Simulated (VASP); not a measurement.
Write the native input for VASP 6.6.1 that does the following.

| Item | Value |
| --- | --- |
| Task | single point |
| Functional | PBE |
| Potentials or basis | VASP PAW PBE potentials, release 64 (Al, N) |
| Cutoff | 520 eV |
| k mesh | 12 × 12 × 7 |
| Occupations | fermi-dirac, width 0.05 eV |
| Spin | no spin polarisation |
| Dipole correction | no |
| Further INCAR settings | ALGO = Normal; EDIFF = 1e-06; NBANDS = 16 |

The structure of AlN (NiAs type) lies in POSCAR:

```
AlN
1.0
    2.6137391015      0.0000000000      0.0000000000
   -1.3068695507      2.2635644608      0.0000000000
    0.0000000000      0.0000000000      4.5253485948
Al N
2 2
Direct
    0.0000000000      0.0000000000      0.0000000000
    0.0000000000      0.0000000000      0.5000000000
    0.3333333333      0.6666666667      0.2500000000
    0.6666666667      0.3333333333      0.7500000000
```

These files were run (other wordings do the same):

INCAR

```
ALGO = Normal
EDIFF = 1E-6
ENCUT = 520
GGA = PE
ISIF = 2
ISMEAR = -1
LASPH = T
LCHARG = T
LELF = T
LREAL = F
LVHAR = T
LWAVE = F
NBANDS = 16
NELM = 80
PREC = Accurate
SIGMA = 0.05
```

KPOINTS

```
k-points
0
Gamma
  12 12 7
```

Potentials or basis: VASP PAW PBE potentials, release 64 (Al, N).

Launch:

```console
$ cat potpaw_PBE.64/Al/POTCAR potpaw_PBE.64/N/POTCAR > POTCAR
$ mpirun -np 1 vasp_std > vasp.out
```

Results of the run:

- Pressure: 100.0 GPa
- Band gap on the k mesh: 5.54 eV (least direct gap 7.20 eV)

Caveat: the cell stands under pressure.

Run time: 15 s on 1 thread of AMD EPYC 9R45 (Zen 5) (shared host), peak memory 0.12 GiB.
